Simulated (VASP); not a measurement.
A run of VASP 6.6.1 is set up as follows.

File INCAR:

```
ALGO = Normal ; EDIFF = 1E-8
ENCUT = 520 ; ISIF = 2
ISMEAR = -1 ; LASPH = True
LCHARG = False ; LEFG = True
LREAL = False ; LWAVE = False
NBANDS = 11 ; NELM = 80
PREC = Accurate ; SIGMA = 0.05
```

File KPOINTS:

```
k-points
0
Gamma
  18 18 18
```

POSCAR

```
Pd
1.0
    0.0000000000      1.9449000000      2.0032470000
    1.9449000000      0.0000000000      2.0032470000
    1.9449000000      1.9449000000      0.0000000000
Pd
1
Direct
    0.0000000000      0.0000000000      0.0000000000
```

Potentials or basis: VASP PAW LDA potentials, release 64 (Pd).

Command:

```bash
$ cat potpaw_LDA.64/Pd/POTCAR > POTCAR
$ mpirun -np 1 vasp_std > vasp.out
```

What does it give for the pressure?

-12.7 GPa.

Predict the band gap on the k mesh.

zero (band 5 reaches 9.51 eV, above the bottom of band 6 at 7.90 eV).

Electric field gradients, principal values (V/Å²):
```tsv
atom	least	middle	greatest (by size)
1 Pd	1.584	1.588	-3.172
```

Caveat: the cell differs from its parent crystal (zz strain of +3 %); without QUAD_EFG the Cq values of the log hold for a quadrupole moment of 1 mb, not for the nuclei.
